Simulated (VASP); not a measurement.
Runs of VASP 6.6.1 on SiO2. The structure is that of space group I-42d (No. 122), or close to it. The cells are those of the table. 

```tsv
task	cell	k mesh	cutoff (eV)	gap on the mesh (eV)	pressure (GPa)	largest force (eV/Å)
single point	a = 5.120 Å, angles 121.2, 121.2, 87.9°, 6 atoms	6 × 6 × 6	520	5.74	0.1	0.01
single point	a = 4.744 Å, angles 133.7, 133.7, 67.5°, 6 atoms	8 × 8 × 8	520	6.44	30.6	0.04
single point	a = 4.784 Å, angles 129.4, 129.4, 74.4°, 6 atoms	8 × 8 × 8	520	6.36	15.4	0.03
single point	a = 4.981 Å, angles 122.6, 122.6, 85.6°, 6 atoms	6 × 6 × 6	520	6.10	3.1	-
single point	a = 4.842 Å, angles 125.1, 125.1, 81.4°, 6 atoms	8 × 8 × 8	520	6.34	8.3	0.02
single point	a = 4.645 Å, angles 135.9, 135.9, 64.2°, 6 atoms	10 × 10 × 10	520	5.96	(a)	(b)
relaxation of cell and atoms	relaxed to 3 GPa from a = 5.073 Å, angles 121.2, 121.2, 87.9°, 6 atoms	6 × 6 × 6	600	6.11	3.0	-
```

Alike in all rows: level PBE; potentials or basis VASP PAW PBE potentials, release 64 (Si, O); no spin polarisation; smearing gaussian 0.02 eV.

Fill in the values left out.

(a) 60.9; (b) 0.06.

Caveats: the cell is relaxed towards a set pressure, so the enthalpy falls and the energy may rise (some runs).

A k mesh can miss the band edges.
